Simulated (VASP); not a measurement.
SiO:

```
Si O
1.0
     0.00000    2.32431    2.32431
     2.32431    0.00000    2.32431
     2.32431    2.32431    0.00000
Si O
1 1
Direct
  0.00000 0.00000 0.00000
  0.75000 0.75000 0.75000
```

| Item | Value |
| --- | --- |
| Program | VASP 6.6.1 |
| Task | relaxation of cell and atoms |
| Functional | PBE |
| Potentials or basis | VASP PAW PBE potentials, release 64 (Si, O) |
| Cutoff | 600 eV |
| k mesh | 6 × 6 × 6 |
| Occupations | gaussian, width 0.1 eV |
| Spin | no spin polarisation |

At the start: pressure 10.5 GPa; volume 12.56 Å³/atom.

**Question.** Where does the relaxation end?

**Answer.** Over 3 steps the energy falls by 51.1 meV/atom and the volume is 14.29 Å³/atom (+13.8 %); space group F-43m (No. 216, to 0.05 Å).

The path:
```tsv
step	energy change (eV)	largest force (eV/Å)	pressure (GPa)	volume (Å³)
1	0.0000	0.0000	10.48	25.11
2	-0.1010	0.0000	0.78	28.22
3	-0.1021	0.0000	0.17	28.58
```

Final structure:
```
Si O
1.0
     0.00000    2.42670    2.42670
     2.42670    0.00000    2.42670
     2.42670    2.42670    0.00000
Si O
1 1
Direct
  0.00000 0.00000 0.00000
  0.75000 0.75000 0.75000
```

Caveat: the k points lie up to 0.37 Å⁻¹ apart in the final cell.
